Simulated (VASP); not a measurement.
# GaN (Pm-3m) in VASP: single point with PBEsol

Aim: the single point of GaN with PBEsol.

Program: VASP 6.6.1. These are calculated values, not measurements. Logs are shortened: lines on timing, memory, paths and dates and some standing lists are left out, and cuts for length are marked.

## 1. The cell of the first run

Symmetry: Pm-3m, No. 221, cubic system. The conventional cell has a = 2.570 Å, b = 2.570 Å, c = 2.570 Å, α = 90.00°, β = 90.00°, γ = 90.00°. Within 2.9 Å of Ga (site symmetry m-3m) lie 8 N at 2.23 Å and 6 Ga at 2.57 Å. N (site symmetry m-3m) has 8 Ga at 2.23 Å and 6 N at 2.57 Å within 2.9 Å.

## 2. Single point, PBEsol

The input, INCAR:

```
SYSTEM = GaN
PREC = Accurate
ENCUT = 520
EDIFF = 1E-7
ISMEAR = 0
SIGMA = 0.05
LREAL = .False.
LASPH = .True.
NELM = 100
ALGO = Normal
ISIF = 2
LWAVE = .False.
LCHARG = .False.
GGA = PS
NBANDS = 16
```

The input, KPOINTS:

```
Automatic mesh
0
Gamma
  6 6 6
  0 0 0
```

The input, POSCAR:

```
GaN
1.0
    2.5703633984      0.0000000000      0.0000000000
    0.0000000000      2.5703633984      0.0000000000
    0.0000000000      0.0000000000      2.5703633984
Ga N
1 1
Direct
    0.0000000000      0.0000000000      0.0000000000
    0.5000000000      0.5000000000      0.5000000000
```

Potentials or basis: VASP PAW PBE potentials, release 64 (Ga_d, N).

Started as:

```sh
> cat potpaw_PBE.64/Ga_d/POTCAR potpaw_PBE.64/N/POTCAR > POTCAR
> mpirun -np 1 vasp_std > vasp.out
```

OUTCAR:

```text
SYSTEM = GaN
   PREC = Accurate
   ENCUT = 520
   EDIFF = 1E-7
   ISMEAR = 0
   LREAL = .False.
   LASPH = .True.
   NELM = 100
   ISIF = 2
   GGA = PS

 ion  position               nearest neighbor table
   1  0.000  0.000  0.000-   2 2.23   2 2.23   2 2.23   2 2.23   2 2.23   2 2.23   2 2.23   2 2.23

   2  0.500  0.500  0.500-   1 2.23   1 2.23   1 2.23   1 2.23   1 2.23   1 2.23   1 2.23   1 2.23

  LATTYP: Found a simple cubic cell.
 ALAT       =     2.5703633984

  Lattice vectors:

 A1 = (   2.5703633984,   0.0000000000,   0.0000000000)
 A2 = (   0.0000000000,   2.5703633984,   0.0000000000)
 A3 = (   0.0000000000,   0.0000000000,   2.5703633984)

Analysis of symmetry for initial positions (statically):
=====================================================================
 Subroutine PRICEL returns:
 Original cell was already a primitive cell.

 Routine SETGRP: Setting up the symmetry group for a
 simple cubic supercell.

 Subroutine GETGRP returns: Found 48 space group operations
 (whereof 48 operations were pure point group operations)
 out of a pool of 48 trial point group operations.

The static configuration has the point symmetry O_h .

Analysis of symmetry for dynamics (positions and initial velocities):
=====================================================================
 Subroutine PRICEL returns:
 Original cell was already a primitive cell.

 Routine SETGRP: Setting up the symmetry group for a
 simple cubic supercell.

 Subroutine GETGRP returns: Found 48 space group operations
 (whereof 48 operations were pure point group operations)
 out of a pool of 48 trial point group operations.

The dynamic configuration has the point symmetry O_h .

 Subroutine INISYM returns: Found 48 space group operations
 (whereof 48 operations are pure point group operations),
 and found     1 'primitive' translations

----------------------------------------------------------------------------------------

                                     Primitive cell

  volume of cell :      16.9818

  direct lattice vectors                    reciprocal lattice vectors
     2.570363398  0.000000000  0.000000000     0.389050047  0.000000000  0.000000000
     0.000000000  2.570363398  0.000000000     0.000000000  0.389050047  0.000000000
     0.000000000  0.000000000  2.570363398     0.000000000  0.000000000  0.389050047

  length of vectors
     2.570363398  2.570363398  2.570363398     0.389050047  0.389050047  0.389050047

  position of ions in fractional coordinates (direct lattice)
     0.000000000  0.000000000  0.000000000
     0.500000000  0.500000000  0.500000000

  ion indices of the primitive-cell ions
   primitive index   ion index
                 1           1
                 2           2

----------------------------------------------------------------------------------------

 KPOINTS: Automatic mesh

Automatic generation of k-mesh.
 Grid dimensions read from file:
 generate k-points for:    6    6    6

 Generating k-lattice:

  Cartesian coordinates                     Fractional coordinates (reciprocal lattice)
     0.064841674  0.000000000  0.000000000     0.166666667  0.000000000  0.000000000
     0.000000000  0.064841674  0.000000000     0.000000000  0.166666667  0.000000000
     0.000000000  0.000000000  0.064841674     0.000000000  0.000000000  0.166666667

  Length of vectors
     0.064841674  0.064841674  0.064841674

  Shift w.r.t. Gamma in fractional coordinates (k-lattice)
     0.000000000  0.000000000  0.000000000

 Subroutine IBZKPT returns following result:
 ===========================================

 Found     20 irreducible k-points:

 Following reciprocal coordinates:
            Coordinates               Weight
  0.000000  0.000000  0.000000      1.000000
  0.166667  0.000000  0.000000      6.000000
  0.333333  0.000000  0.000000      6.000000
  0.500000  0.000000  0.000000      3.000000
  0.166667  0.166667  0.000000     12.000000
  0.333333  0.166667  0.000000     24.000000
[... 12 lines left out ...]
  0.500000  0.500000  0.333333      6.000000
  0.500000  0.500000  0.500000      1.000000
   k-points           NKPTS =     20   k-points in BZ     NKDIM =     20   number of bands    NBANDS=     16
   number of dos      NEDOS =    301   number of ions     NIONS =      2
   total plane-waves  NPLWV =   8000
   dimension x,y,z NGX =    20 NGY =   20 NGZ =   20
   dimension x,y,z NGXF=    40 NGYF=   40 NGZF=   40
   ions per type =               1   1
   NGX,Y,Z   is equivalent  to a cutoff of  12.94, 12.94, 12.94 a.u.
   NGXF,Y,Z  is equivalent  to a cutoff of  25.87, 25.87, 25.87 a.u.
 SYSTEM =  GaN
   PREC   = accura    normal or accurate (medium, high low for compatibility)
   ISTART =      0    job   : 0-new  1-cont  2-samecut
   ICHARG =      2    charge: 1-file 2-atom 10-const
   ISPIN  =      1    spin polarized calculation?
   LNONCOLLINEAR =      F non collinear calculations
   LSORBIT =      F    spin-orbit coupling
   LASPH  =      T    aspherical Exc in radial PAW
   ENCUT  =  520.0 eV  38.22 Ry    6.18 a.u.   4.78  4.78  4.78*2*pi/ulx,y,z
   NELM   =    100;   NELMIN=  2; NELMDL= -5     # of ELM steps
   EDIFF  = 0.1E-06   stopping-criterion for ELM
   LREAL  =      F    real-space projection
   EDIFFG = 0.1E-05   stopping-criterion for IOM
   NSW    =      0    number of steps for IOM
   IBRION =     -1    ionic relax: 0-MD 1-quasi-New 2-CG
   NFREE  =      0    steps in history (QN), initial steepest desc. (CG)
   ISIF   =      2    stress and relaxation
   ISYM   =      2    0-nonsym 1-usesym 2-fastsym
   POTIM  = 0.5000    time-step for ionic-motion
   TEBEG  =    0.0;   TEEND  =   0.0 temperature during run
   PSTRESS=    0.0 pullay stress
   NELECT =      18.0000    total number of electrons
   NUPDOWN=      -1.0000    fix difference up-down
   EMIN   =  10.00;   EMAX   =-10.00  energy-range for DOS
   EFERMI =   0.00;   METHOD = LEGACY
   ISMEAR =     0;   SIGMA  =   0.05  broadening in eV -4-tet -1-fermi 0-gaus
   EFERMI_NEDOS =   21; number of points for ismear=-14 and -15
   IALGO  =     38    algorithm
   IMIX   =      4    mixing-type and parameters
     AMIX     =   0.40;   BMIX     =  1.00
     AMIX_MAG =   1.60;   BMIX_MAG =  1.00
  volume/ion in A,a.u.               =       8.49        57.30
  Fermi-wavevector in a.u.,A,eV,Ry     =   1.669185  3.154302 37.908260  2.786179
  Thomas-Fermi vector in A             =   2.754902
   LORBIT       =      0    0 simple, 1 ext, 2 COOP (PROOUT), +10 PAW based schemes
   GGA     = PS    functional components
   LHFCALC =     F    Hartree Fock is set to
   AEXX    =    0.0000 exact exchange contribution
   IVDW    =     0    specifies the selected vdW correction
   LEPSILON=     F    determine dielectric tensor
   LRPA    =     F    only Hartree local field effects (RPA)
 non-spin polarized calculation
 Gauss-broadening in eV      SIGMA  =   0.05
  energy-cutoff  :      520.00
  volume of cell :       16.98
 maximum number of plane-waves:       480
 NGX is ok and might be reduce to    20
   NGX =  9   NGY =  9   NGZ =  9

 number of electron      17.9999999 magnetization

 Free energy of the ion-electron system (eV)
  ---------------------------------------------------
  ext. energy  EPLUGINS =         0.00000000
  ---------------------------------------------------
  free energy    TOTEN  =        -9.62477255 eV

  energy without entropy =       -9.62169892  energy(sigma->0) =       -9.62323573

 E-fermi :  10.3922     XC(G=0): -14.0376

 val. band max:       10.3867005540   @ k =   0.3333   0.3333   0.0000
 cond. band min:      10.4048341283   @ k =   0.5000   0.1667   0.0000
 fundamental gap:      0.0181335743
 Fermi energy:        10.3921884790

 k-point     1 :       0.0000    0.0000    0.0000
  band No.  band energies     occupation
      1      -8.9782      2.00000
      2      -5.5868      2.00000
      3      -5.5868      2.00000
      4      -4.7710      2.00000
      5      -4.7710      2.00000
      6      -4.7710      2.00000
[... 8 lines left out ...]
     15      26.2660      0.00000
     16      39.9369      0.00000

 k-point     2 :       0.1667    0.0000    0.0000
  band No.  band energies     occupation
      1      -8.4625      2.00000
      2      -5.5660      2.00000
      3      -5.4744      2.00000
      4      -4.8493      2.00000
      5      -4.8493      2.00000
      6      -4.7647      2.00000
[... 8 lines left out ...]
     15      27.5400      0.00000
     16      34.4286      0.00000

 k-point     3 :       0.3333    0.0000    0.0000
  band No.  band energies     occupation
      1      -7.0663      2.00000
      2      -5.5243      2.00000
      3      -5.2736      2.00000
      4      -5.0009      2.00000
      5      -5.0009      2.00000
      6      -4.7523      2.00000
[... 8 lines left out ...]
     15      29.3106      0.00000
     16      32.6315      0.00000

 k-point     4 :       0.5000    0.0000    0.0000
  band No.  band energies     occupation
      1      -5.7916      2.00000
      2      -5.5034      2.00000
      3      -5.3558      2.00000
      4      -5.0742      2.00000
      5      -5.0742      2.00000
      6      -4.7460      2.00000
[... 8 lines left out ...]
     15      26.1534      0.00000
     16      37.3398      0.00000

 k-point     5 :       0.1667    0.1667    0.0000
  band No.  band energies     occupation
      1      -7.9868      2.00000
      2      -5.5053      2.00000
      3      -5.3936      2.00000
      4      -4.8926      2.00000
      5      -4.8543      2.00000
      6      -4.8217      2.00000
[... 8 lines left out ...]
     15      29.2613      0.00000
     16      32.8142      0.00000

 k-point     6 :       0.3333    0.1667    0.0000
  band No.  band energies     occupation
      1      -6.8190      2.00000
      2      -5.4574      2.00000
      3      -5.2107      2.00000
      4      -4.9819      2.00000
      5      -4.8140      2.00000
      6      -4.7743      2.00000
[... 8 lines left out ...]
     15      30.9873      0.00000
     16      33.8132      0.00000

 k-point     7 :       0.5000    0.1667    0.0000
  band No.  band energies     occupation
      1      -6.1480      2.00000
      2      -5.4362      2.00000
      3      -5.1656      2.00000
      4      -5.0496      2.00000
      5      -4.8044      2.00000
      6      -4.2910      2.00000
[... 8 lines left out ...]
     15      30.2691      0.00000
     16      34.4371      0.00000

 k-point     8 :       0.3333    0.3333    0.0000
  band No.  band energies     occupation
      1      -6.5161      2.00000
      2      -5.3883      2.00000
      3      -4.9550      2.00000
      4      -4.9240      2.00000
      5      -4.8997      2.00000
      6      -3.8655      2.00000
[... 8 lines left out ...]
     15      31.3882      0.00000
     16      32.2076      0.00000

 k-point     9 :       0.5000    0.3333    0.0000
  band No.  band energies     occupation
      1      -6.4578      2.00000
      2      -5.3495      2.00000
      3      -5.0002      2.00000
      4      -4.9190      2.00000
      5      -4.7597      2.00000
      6      -2.7763      2.00000
[... 8 lines left out ...]
     15      31.4475      0.00000
     16      34.0869      0.00000
[... 96 lines left out ...]
 k-point    15 :       0.5000    0.3333    0.1667
  band No.  band energies     occupation
      1      -6.2763      2.00000
      2      -5.1915      2.00000
      3      -5.1763      2.00000
      4      -5.0678      2.00000
      5      -4.7284      2.00000
      6      -2.5005      2.00000
[... 8 lines left out ...]
     15      30.5536      0.00000
     16      32.0863      0.00000

 k-point    16 :       0.5000    0.5000    0.1667
  band No.  band energies     occupation
      1      -6.3436      2.00000
      2      -5.1464      2.00000
      3      -5.1464      2.00000
      4      -5.1244      2.00000
      5      -4.5634      2.00000
      6      -1.5911      2.00000
[... 8 lines left out ...]
     15      31.2212      0.00000
     16      31.2212      0.00000

 k-point    17 :       0.3333    0.3333    0.3333
  band No.  band energies     occupation
      1      -6.0265      2.00000
      2      -5.3344      2.00000
      3      -5.3344      2.00000
      4      -4.8376      2.00000
      5      -4.8376      2.00000
      6      -2.5822      2.00000
[... 8 lines left out ...]
     15      30.5772      0.00000
     16      30.6539      0.00000

 k-point    18 :       0.5000    0.3333    0.3333
  band No.  band energies     occupation
      1      -5.9366      2.00000
      2      -5.4462      2.00000
      3      -5.3347      2.00000
      4      -4.8288      2.00000
      5      -4.6677      2.00000
      6      -1.9405      2.00000
[... 8 lines left out ...]
     15      30.7538      0.00000
     16      31.9590      0.00000

 k-point    19 :       0.5000    0.5000    0.3333
  band No.  band energies     occupation
      1      -5.8571      2.00000
      2      -5.4467      2.00000
      3      -5.4467      2.00000
      4      -4.7458      2.00000
      5      -4.5567      2.00000
      6      -1.6050      2.00000
[... 8 lines left out ...]
     15      32.1048      0.00000
     16      32.1048      0.00000

 k-point    20 :       0.5000    0.5000    0.5000
  band No.  band energies     occupation
      1      -5.5809      2.00000
      2      -5.5809      2.00000
      3      -5.5809      2.00000
      4      -4.5533      2.00000
      5      -4.5533      2.00000
      6      -1.6160      2.00000
[... 8 lines left out ...]
     15      32.4309      0.00000
     16      32.4309      0.00000

------------------------ aborting loop because EDIFF is reached ----------------------------------------

  FORCE on cell =-STRESS in cart. coord.  units (eV):
  Direction    XX          YY          ZZ          XY          YZ          ZX
  --------------------------------------------------------------------------------------
  -------------------------------------------------------------------------------------
  Total        3.8846033      3.8846033      3.8846033      0.0000000     -0.0000000     -0.0000000
  in kB      366.4997402    366.4997402    366.4997402      0.0000000     -0.0000000     -0.0000000
  external PRESSURE =     366.4997402 kB  Pullay stress =       0.0000000 kB

 VOLUME and BASIS-vectors are now :
 -----------------------------------------------------------------------------
  energy-cutoff  :      520.00
  volume of cell :       16.98
      direct lattice vectors                 reciprocal lattice vectors
     2.570363398  0.000000000  0.000000000     0.389050047  0.000000000  0.000000000
     0.000000000  2.570363398  0.000000000     0.000000000  0.389050047  0.000000000
     0.000000000  0.000000000  2.570363398     0.000000000  0.000000000  0.389050047

 POSITION                                       TOTAL-FORCE (eV/Angst)
 -----------------------------------------------------------------------------------
      0.00000      0.00000      0.00000         0.000000      0.000000      0.000000
      1.28518      1.28518      1.28518         0.000000      0.000000      0.000000
 -----------------------------------------------------------------------------------
    total drift:                                0.000000      0.000000      0.000000

  FREE ENERGIE OF THE ION-ELECTRON SYSTEM (eV)
  ---------------------------------------------------
  free  energy   TOTEN  =        -9.6247725465 eV

  energy  without entropy=       -9.6216989167  energy(sigma->0) =       -9.62323573
```

Run time: 3.2 s. Hardware: 1 thread of Intel Xeon 6975P-C (Granite Rapids), shared host; peak memory 0.12 GiB.

What came out:

| Quantity | Value |
| --- | --- |
| Free energy | -9.6248 eV |
| Pressure | 36.6 GPa |
| Band gap on the k mesh | zero (band 9 reaches 10.40 eV, above the bottom of band 10 at 9.50 eV) |

Caveat: the k points lie up to 0.41 Å⁻¹ apart; the PAW data sets were made with another functional, which shifts forces and pressure a little.
